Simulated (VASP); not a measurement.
The system is Ca.

```
CELL_PARAMETERS angstrom
-2.24000 2.24000 2.24000
2.24000 -2.24000 2.24000
2.24000 2.24000 -2.24000
ATOMIC_POSITIONS crystal
Ca 0.00000 0.00000 0.00000
```

```yaml
Program: VASP 6.6.1
Task: relaxation of cell and atoms
Functional: PBEsol
Potentials_or_basis: VASP PAW PBE potentials, release 64 (Ca_sv)
Cutoff: 600 eV
k_mesh: 14 × 14 × 14
Occupations: gaussian, width 0.1 eV
Spin: no spin polarisation
```

At the start: pressure -1.5 GPa; volume 44.96 Å³/atom.

**Question.** Where does the relaxation end?

**Answer.** Over 3 steps the energy falls by 22.7 meV/atom and the volume is 40.49 Å³/atom (-9.9 %); space group Im-3m (No. 229, to 0.05 Å).

The path:
```tsv
step	energy change (eV)	largest force (eV/Å)	pressure (GPa)	volume (Å³)
1	0.0000	0.0000	-1.53	44.96
2	-0.0189	0.0000	-0.67	42.22
3	-0.0227	0.0000	-0.01	40.49
```

Final structure:
```xyz
1
Lattice="-2.1631 2.1631 2.1631 2.1631 -2.1631 2.1631 2.1631 2.1631 -2.1631" Properties=species:S:1:pos:R:3 pbc="T T T"
Ca    0.0000    0.0000    0.0000
```

Caveat: the PAW data sets were made with another functional, which shifts forces and pressure a little.
